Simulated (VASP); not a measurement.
# BaTiO3 (R3m) in VASP: notebook, part 2 of 2

VASP 6.6.1.

## 3. Relaxation of the atoms, PBE

File INCAR:

```
SYSTEM = BaTiO3
PREC     = Accurate       ! precision mode
ENCUT    = 520            ! plane-wave cutoff, eV
EDIFF    = 1E-6           ! SCF threshold, eV
ISMEAR   = -1             ! smearing method
SIGMA    = 0.02           ! smearing width, eV
LREAL    = .False.        ! projectors in reciprocal space
LASPH    = .True.         ! aspherical terms in the spheres
NELM     = 80             ! most SCF steps
ALGO     = Normal         ! electronic algorithm
ISIF     = 2              ! what is computed and relaxed
LWAVE    = .False.        ! write WAVECAR
LCHARG   = .False.        ! write CHGCAR
GGA      = PE             ! functional
IBRION   = 2              ! ionic algorithm
NSW      = 80             ! ionic steps
EDIFFG   = -0.02          ! ionic threshold
```

File KPOINTS:

```
regular mesh
0
Gamma
  5 5 5
  0 0 0
```

File POSCAR:

```
BaTiO3
1.0
    2.8273666084      1.6323808724      2.3183934932
   -2.8273666084      1.6323808724      2.3183934932
    0.0000000000     -3.2647617449      2.3183934932
Ba Ti O
1 1 3
Direct
    0.0000000000      0.0000000000      0.0000000000
    0.4845000000      0.4845000000      0.4845000000
    0.5086000000      0.5086000000      0.0175000000
    0.0175000000      0.5086000000      0.5086000000
    0.5086000000      0.0175000000      0.5086000000
```

Potentials or basis: VASP PAW PBE potentials, release 64 (Ba_sv, Ti_sv, O).

The run is started by

```
$ cat potpaw_PBE.64/Ba_sv/POTCAR potpaw_PBE.64/Ti_sv/POTCAR potpaw_PBE.64/O/POTCAR > POTCAR
$ mpirun -np 1 vasp_std > vasp.out
```

OUTCAR:

```text
SYSTEM = BaTiO3
   PREC = Accurate
   ENCUT = 520
   EDIFF = 1E-6
   ISMEAR = -1
   LREAL = .False.
   LASPH = .True.
   NELM = 80
   ISIF = 2
   GGA = PE
   IBRION = 2
   NSW = 80
   EDIFFG = -0.02

 ion  position               nearest neighbor table
   1  0.000  0.000  0.000-   3 2.79   4 2.79   5 2.79   4 2.83   5 2.83   5 2.83   4 2.83   3 2.83
                             3 2.83   3 2.89   4 2.89   5 2.89   2 3.37   2 3.43   2 3.43   2 3.43
   2  0.484  0.484  0.484-   4 1.87   5 1.87   3 1.87   5 2.14   4 2.14   3 2.14   1 3.37   1 3.43
                             1 3.43   1 3.43   1 3.50   1 3.50   1 3.50   1 3.59
   3  0.509  0.509  0.017-   2 1.87   2 2.14   1 2.79   1 2.83   1 2.83   1 2.89
   4  0.017  0.509  0.509-   2 1.87   2 2.14   1 2.79   1 2.83   1 2.83   1 2.89
   5  0.509  0.017  0.509-   2 1.87   2 2.14   1 2.79   1 2.83   1 2.83   1 2.89

  LATTYP: Found a trigonal (rhomboedric) cell.
 ALAT       =     4.0042000000
 COS(alpha) =     0.0028448828

  Lattice vectors:

 A1 = (   2.8273666084,   1.6323808724,   2.3183934932)
 A2 = (  -2.8273666084,   1.6323808724,   2.3183934932)
 A3 = (   0.0000000000,  -3.2647617449,   2.3183934932)

Analysis of symmetry for initial positions (statically):
=====================================================================
[... 164 lines left out ...]

 number of electron      39.9999999 magnetization

 Free energy of the ion-electron system (eV)
  ---------------------------------------------------
  ext. energy  EPLUGINS =         0.00000000
  ---------------------------------------------------
  free energy    TOTEN  =       -39.99033956 eV

  energy without entropy =      -39.99033956  energy(sigma->0) =      -39.99033956

------------------------ aborting loop because EDIFF is reached ----------------------------------------

  FORCE on cell =-STRESS in cart. coord.  units (eV):
  Direction    XX          YY          ZZ          XY          YZ          ZX
  --------------------------------------------------------------------------------------
  -------------------------------------------------------------------------------------
  Total        2.7785238      2.7785238      2.6734515      0.0000000     -0.0000000     -0.0000000
  in kB       69.3398166     69.3398166     66.7176708      0.0000000     -0.0000000     -0.0000000
  external PRESSURE =      68.4657680 kB  Pullay stress =       0.0000000 kB
[... 143 lines left out ...]
--------------------------------------- Ionic step        5  -------------------------------------------

 number of electron      40.0000002 magnetization

 Free energy of the ion-electron system (eV)
  ---------------------------------------------------
  ext. energy  EPLUGINS =         0.00000000
  ---------------------------------------------------
  free energy    TOTEN  =       -39.99450354 eV

  energy without entropy =      -39.99450354  energy(sigma->0) =      -39.99450354

 E-fermi :   4.1434     XC(G=0): -11.2396

 val. band max:        3.6647000074   @ k =   0.4000   0.4000   0.4000
 cond. band min:       6.0397176514   @ k =   0.0000   0.0000   0.0000
 fundamental gap:      2.3750176440
 Fermi energy:         4.1434120031

 k-point     1 :       0.0000    0.0000    0.0000
  band No.  band energies     occupation
      1     -52.5875      2.00000
      2     -28.8329      2.00000
      3     -28.8329      2.00000
      4     -28.8317      2.00000
      5     -21.0257      2.00000
      6     -13.0625      2.00000
[... 534 lines left out ...]
  FREE ENERGIE OF THE ION-ELECTRON SYSTEM (eV)
  ---------------------------------------------------
  free  energy   TOTEN  =       -39.9945035352 eV

  energy  without entropy=      -39.9945035352  energy(sigma->0) =      -39.99450354

 reached required accuracy - stopping structural energy minimisation
```

CONTCAR:

```text
BaTiO3
   1.00000000000000
     2.8273666084000002    1.6323808724000000    2.3183934931999999
    -2.8273666084000002    1.6323808724000000    2.3183934931999999
     0.0000000000000000   -3.2647617448999999    2.3183934931999999
  Ba              Ti              O
     1     1     3
Direct
     0.9987201423073897    0.9987201423073897    0.9987201423073897
     0.4865643077344098    0.4865643077344098    0.4865643077344098
     0.5092635186822686    0.5092635186822686    0.0153885125936610
     0.0153885125936610    0.5092635186822686    0.5092635186822686
     0.5092635186822686    0.0153885125936610    0.5092635186822686

  0.00000000E+00  0.00000000E+00  0.00000000E+00
  0.00000000E+00  0.00000000E+00  0.00000000E+00
  0.00000000E+00  0.00000000E+00  0.00000000E+00
  0.00000000E+00  0.00000000E+00  0.00000000E+00
  0.00000000E+00  0.00000000E+00  0.00000000E+00
```

Wall time 2.2 min (1 thread of Intel Xeon 8259CL, shared host); peak memory 0.19 GiB.

Results:

```
Free energy                  : -39.9945 eV
Energy gained by relaxing    : 0.8 meV/atom
Ionic steps                  : 5
Pressure after relaxing      : 6.0 GPa
Largest force after relaxing : 0.013 eV/Å
Band gap on the k mesh       : 2.38 eV, indirect (least direct gap 2.62 eV)
```

Forces in eV/Å, atoms in the order of the input:
```
Ba   0.000  0.000 -0.013
Ti   0.000  0.000  0.012
O    0.000 -0.004  0.000
O    0.004  0.002  0.000
O   -0.004  0.002  0.000
```

Stress tensor (GPa, compression positive):
```
6.11 0.00 0.00
0.00 6.11 0.00
0.00 0.00 5.91
```

Step by step:
```
step  energy change (eV)  largest force (eV/Å)  pressure (GPa)
   1              0.0000                0.2028            6.85
   2             -0.0038                0.0662            6.22
   3             -0.0041                0.0269            6.03
   4             -0.0041                0.0299            6.04
   5             -0.0042                0.0134            6.05
```

Final structure:
```
CELL_PARAMETERS angstrom
2.82737 1.63238 2.31839
-2.82737 1.63238 2.31839
0.00000 -3.26476 2.31839
ATOMIC_POSITIONS crystal
Ba 0.99872 0.99872 0.99872
Ti 0.48656 0.48656 0.48656
O 0.50926 0.50926 0.01539
O 0.01539 0.50926 0.50926
O 0.50926 0.01539 0.50926
```

Levels at points of the mesh, in eV from the valence-band top:
```
           k point  band 16  band 17  band 18  band 19  band 20  band 21  band 22  band 23  band 24
(0.00, 0.00, 0.00)    -1.16    -0.95    -0.36    -0.24    -0.24     2.38     2.38     2.51     4.48
```

Caveat: spin-orbit coupling is left out, which moves the levels of the heavy elements.
